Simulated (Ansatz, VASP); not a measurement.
One calculation of BN, two programs

The input INCAR:

```
SYSTEM = BN
PREC = Accurate ; ENCUT = 520
EDIFF = 1E-6 ; ISMEAR = 0
SIGMA = 0.05 ; LREAL = .False.
LASPH = .True. ; NELM = 80
ALGO = Normal ; ISIF = 2
LWAVE = .False. ; LCHARG = .True.
GGA = PS ; LELF = .True.
LVHAR = .True. ; NBANDS = 16
```

KPOINTS

```
Automatic mesh
0
Gamma
  12 12 6
  0 0 0
```

File POSCAR:

```
BN
1.0
    2.6497123368      0.0000000000      0.0000000000
   -1.3248561684      2.2947181963      0.0000000000
    0.0000000000      0.0000000000      4.2268550000
B N
2 2
Direct
    0.6666666667      0.3333333333      0.9997240000
    0.3333333333      0.6666666667      0.4997240000
    0.6666666667      0.3333333333      0.6252760000
    0.3333333333      0.6666666667      0.1252760000
```

Input for Ansatz:

```yaml
crystal:
  lattice:
    - [2.6497123368, 0.0, 0.0]
    - [-1.3248561684, 2.2947181963, 0.0]
    - [0.0, 0.0, 4.226855]
  atoms:
    - { symbol: B, position: [0.6666666667, 0.3333333333, 0.999724] }
    - { symbol: B, position: [0.3333333333, 0.6666666667, 0.499724] }
    - { symbol: "N", position: [0.6666666667, 0.3333333333, 0.625276] }
    - { symbol: "N", position: [0.3333333333, 0.6666666667, 0.125276] }
basis:
  ecutwfc: 650.0
kpoints:
  mp_grid: { grid: [12, 12, 6] }
hamiltonian:
  xc: pbesol
scf:
  occupations: { method: gaussian, width: 0.05 }
output:
  forces: true
  stress: true
  eigenvalues: true
  write_density: true
  write_potential: true
  elf: true
  volumetric_format: npy
```

Change from the starting cell: strain +0.0375 x Voigt [1, 1, 0, 0, 0, 0], atoms carried along.

Alike in both runs: task single point; functional PBEsol; k mesh 12 × 12 × 6; occupations gaussian, width 0.05 eV; no spin polarisation.

|  | VASP | Ansatz |
| --- | --- | --- |
| version | VASP 6.6.1 | Ansatz 0.2.0 |
| potentials or method | VASP PAW PBE potentials, release 64 (B, N), cutoff 520 eV | scalar-relativistic, plane waves, PAW |
| valence electrons in the cell | 16 | 16 |

```tsv
	VASP	Ansatz	Ansatz less VASP
gap on the k mesh at the Fermi level (eV)	5.18	5.19	+0.014
least direct gap on the mesh (eV)	7.49	7.50	+0.004
pressure (GPa)	-28.3	-28.6	-0.34
traceless stress, the component that is largest in VASP (GPa)	19.02	18.89	-0.128
rms of the force components (eV/Å)	0.016	0.013	-0.0037
```

VASP's potentials were made for PBE, not for PBEsol. Atom by atom the forces differ by 0.004 eV/Å (rms over components). Both programs put the cell under strong tension, so it lies far from rest at this level. With one functional, cell and mesh, what is left measures potentials, basis and numerics.
